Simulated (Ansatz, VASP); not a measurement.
Au: VASP beside Ansatz

Contents of INCAR:

```
SYSTEM = Au
PREC = Accurate
ENCUT = 500
EDIFF = 1E-6
ISMEAR = 0
SIGMA = 0.1
LREAL = .False.
LASPH = .True.
NELM = 120
ALGO = Normal
ISIF = 2
LWAVE = .False.
LCHARG = .False.
GGA = PE
IVDW = 13
NBANDS = 18
GGA_COMPAT = .False.
```

KPOINTS

```
Automatic mesh
0
Gamma
  6 6 4
  0 0 0
```

The input POSCAR:

```
Au
1.0
    1.4113099650     -2.5559330250      0.0000000000
    1.4113099650      2.5559330250      0.0000000000
    0.0000000000      0.0000000000      4.8931696100
Au
2
Direct
    0.6653279700      0.3346720300      0.2500000000
    0.3346720300      0.6653279700      0.7500000000
```

Input for Ansatz:

```yaml
crystal:
  lattice:
    - [1.411309965, -2.555933025, 0.0]
    - [1.411309965, 2.555933025, 0.0]
    - [0.0, 0.0, 4.89316961]
  atoms:
    - { symbol: Au, position: [0.66532797, 0.33467203, 0.25] }
    - { symbol: Au, position: [0.33467203, 0.66532797, 0.75] }
basis: {}
kpoints:
  mp_grid: { grid: [6, 6, 4] }
hamiltonian:
  xc: pbe
  dispersion: d4
scf:
  occupations: { method: gaussian, width: 0.1 }
  mixing: { algorithm: anderson }
  initial_density: { chi_scale: 0, normalization: atom }
  max_iter: 61
output:
  forces: true
  stress: true
  eigenvalues: true
```

Alike in both runs: task single point; functional PBE; dispersion D4; k mesh 6 × 6 × 4; occupations gaussian, width 0.1 eV; no spin polarisation.

```csv
,VASP,Ansatz
version,VASP 6.6.1,Ansatz 0.2.0
potentials or method,"VASP PAW PBE potentials, release 64 (Au)","scalar-relativistic, plane waves, PAW"
plane-wave cutoff (eV),500,420
valence electrons in the cell,22,38
```

VASP gave:

```
gap on the k mesh at the Fermi level (eV)                     : none
pressure (GPa)                                                : -2.4
traceless stress, the component that is largest in VASP (GPa) : -4.83
rms of the force components (eV/Å)                            : 0.013
```

Problem. Which values does Ansatz return?

Solution. gap on the k mesh at the Fermi level (eV): none; pressure (GPa): -2.1; traceless stress, the component that is largest in VASP (GPa): -4.81; rms of the force components (eV/Å): 0.015.

Atom by atom the forces differ by 0.002 eV/Å (rms over components). A gap of «none» marks a metal or a gap that the smearing closes. VASP's potentials hold 22 valence electrons a cell and Ansatz's 38, so a difference there can come from the potentials and not from the codes.

The k mesh is coarse, so the values compare programs but aren't converged. Neither program's run includes spin-orbit coupling.
